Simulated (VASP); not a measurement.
# Fe: single point with r2SCAN

The system is Fe.

```
Fe
1.0
     0.00000    3.51400    3.51400
     1.75700    0.00000    1.75700
     1.75700    1.75700    0.00000
Fe
2
Direct
  0.00000 0.00000 0.00000
  0.50000 0.00000 0.00000
```

This isn't the form of Fe at room conditions, which is bcc.

- Program: VASP 6.6.1
- Task: single point
- Functional: r2SCAN
- Potentials or basis: VASP PAW PBE potentials, release 64 (Fe)
- Cutoff: 520 eV
- k mesh: 7 × 14 × 14
- Occupations: gaussian, width 0.1 eV
- Spin: collinear spin, antiferromagnetic start
- Starting moments: [4.0, -4.0] μB

- Pressure: 10.7 GPa
- Band gap on the k mesh: zero (filled and empty bands overlap)
- Net moment: 0.00 μB per cell
- Site moments: Fe +2.37, -2.37 μB
- Valence electrons inside the program's atomic spheres: Fe 7.38

Stress tensor (GPa, compression positive):
```
10.70 -5.06 -5.06
-5.06 10.70  5.06
-5.06  5.06 10.70
```

Levels at points of the mesh, in eV from the Fermi level:
Spin up:
```
           k point  band 5  band 6  band 7  band 8  band 9  band 10  band 11  band 12
(0.00, 0.00, 0.00)   -2.36   -2.36   -1.88   -0.55    0.24     0.24     1.91     1.91
(0.00, 0.50, 0.00)   -1.70   -0.85   -0.50    0.42    1.34     1.67     2.54     2.59
```
Spin down:
```
           k point  band 6  band 7  band 8  band 9  band 10  band 11
(0.00, 0.00, 0.00)   -2.36   -1.88   -0.55    0.24     0.24     1.91
(0.00, 0.50, 0.00)   -0.85   -0.50    0.42    1.34     1.67     2.54
```

It took 9.7 min on 1 thread of Intel Xeon 8259CL, on a shared host, peak memory 0.22 GiB.

Caveat: the cell stands under pressure; the antiferromagnetic order is the one typed at the start, and another may lie lower; the PAW data sets were made with another functional, which shifts forces and pressure a little.
